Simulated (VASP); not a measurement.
Wanted: the native input for a VASP 6.6.1 run.

| Quantity | Value |
| --- | --- |
| Task | relaxation of cell and atoms |
| Functional | r2SCAN |
| Potentials or basis | VASP PAW PBE potentials, release 64 (Zr_sv) |
| Cutoff | 600 eV |
| k mesh | 12 × 12 × 8 |
| Occupations | gaussian, width 0.1 eV |
| Spin | no spin polarisation |
| Dipole correction | no |
| Further INCAR settings | ALGO = Normal; EDIFF = 1e-07; IBRION = 2; EDIFFG = -0.005; NSW = 100; ISIF = 3 |

Crystal: Zr.

```
CELL_PARAMETERS angstrom
3.23923 0.00000 0.00000
-1.61962 2.80526 0.00000
0.00000 0.00000 5.17222
ATOMIC_POSITIONS crystal
Zr 0.33333 0.66667 0.25000
Zr 0.66667 0.33333 0.75000
```

One way to write it, as run:

POSCAR

```
Zr
1.0
    3.2392314100      0.0000000000      0.0000000000
   -1.6196157100      2.8052566900      0.0000000000
    0.0000000000      0.0000000000      5.1722200000
Zr
2
Direct
    0.3333333300      0.6666666700      0.2500000000
    0.6666666700      0.3333333300      0.7500000000
```

INCAR.step1

```
PREC = Accurate
ENCUT = 600
ISMEAR = 0
SIGMA = 0.1
LREAL = F
LASPH = T
NELM = 60
GGA = PE
ALGO = Normal
EDIFF = 1E-4
LWAVE = T
LCHARG = F
```

INCAR.step2

```
PREC = Accurate
ENCUT = 600
EDIFF = 1E-7
ISMEAR = 0
SIGMA = 0.1
LREAL = F
LASPH = T
NELM = 60
ALGO = Normal
ISIF = 3
LWAVE = F
LCHARG = F
METAGGA = R2SCAN
LMIXTAU = T
IBRION = 2
NSW = 100
EDIFFG = -0.005
ISTART = 1
```

KPOINTS

```
regular mesh
0
Gamma
  12 12 8
```

Potentials or basis: VASP PAW PBE potentials, release 64 (Zr_sv).

Command:

```bash
$ cat potpaw_PBE.64/Zr_sv/POTCAR > POTCAR
$ cp INCAR.step1 INCAR
$ mpirun -np 1 vasp_std > vasp.out
$ cp INCAR.step2 INCAR
$ mpirun -np 1 vasp_std > vasp.out
```

Results of the run:

| Quantity | Value |
| --- | --- |
| Relaxed volume | 23.51 Å³/atom |
| Relaxed cell | a = 3.245 Å, b = 3.245 Å, c = 5.155 Å, α = 90.00°, β = 90.00°, γ = 120.00° |
| Space group after relaxing (to 0.1 Å) | P6_3/mmc (No. 194) |
| Energy gained by relaxing | 0.1 meV/atom |
| Ionic steps | 6 |
| Pressure after relaxing | 0.0 GPa |
| Band gap on the k mesh | zero (bands 12 and 13 overlap by 1.18 eV) |

Caveat: the PAW data sets were made with another functional, which shifts forces and pressure a little.

Wall time 22 min on 1 thread of Intel(R) Xeon(R) Platinum 8488C (Sapphire Rapids) (shared host), peak memory 0.24 GiB.
